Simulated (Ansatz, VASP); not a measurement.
# Two plane-wave programs on Si16CO

```
Si C O
1.0
     7.73541    0.00000    0.00000
     0.00000    7.73541    0.00000
     0.00000    0.00000   22.11192
Si C O
16 1 1
Direct
  0.00000 0.25000 0.18090
  0.00000 0.75000 0.18090
  0.50000 0.25000 0.18090
  0.50000 0.75000 0.18090
  0.00000 0.00000 0.24274
  0.00000 0.50000 0.24274
  0.50000 0.00000 0.24274
  0.50000 0.50000 0.24274
  0.25000 0.00000 0.30620
  0.25000 0.50000 0.30620
  0.75000 0.00000 0.30620
  0.75000 0.50000 0.30620
  0.25000 0.25000 0.36686
  0.25000 0.75000 0.36686
  0.75000 0.25000 0.36686
  0.75000 0.75000 0.36686
  0.50000 0.75000 0.32570
  0.47256 0.85242 0.36280
```

Alike in both runs: task single point; functional PBE; k mesh 4 × 4 × 1; occupations gaussian, width 0.05 eV; no spin polarisation.

|  | VASP | Ansatz |
| --- | --- | --- |
| version | VASP 6.6.1 | Ansatz 0.2.0 |
| potentials or method | VASP PAW PBE potentials, release 64 (Si, C, O), cutoff 520 eV | scalar-relativistic, plane waves, PAW |
| valence electrons in the cell | 74 | 74 |

Ansatz gave:

- gap on the k mesh at the Fermi level (eV): none
- rms of the force components (eV/Å): 1.714
- work function, face that differs most (eV): 5.06

**Question.** What did VASP give for the same quantities?

**Answer.** gap on the k mesh at the Fermi level (eV): none; rms of the force components (eV/Å): 1.864; work function, face that differs most (eV): 5.06.

Atom by atom the forces differ by 0.157 eV/Å (rms over components). A gap of «none» marks a metal or a gap that the smearing closes.

Noted on VASP's run: the standard files for N, O and F lose accuracy on very short bonds.
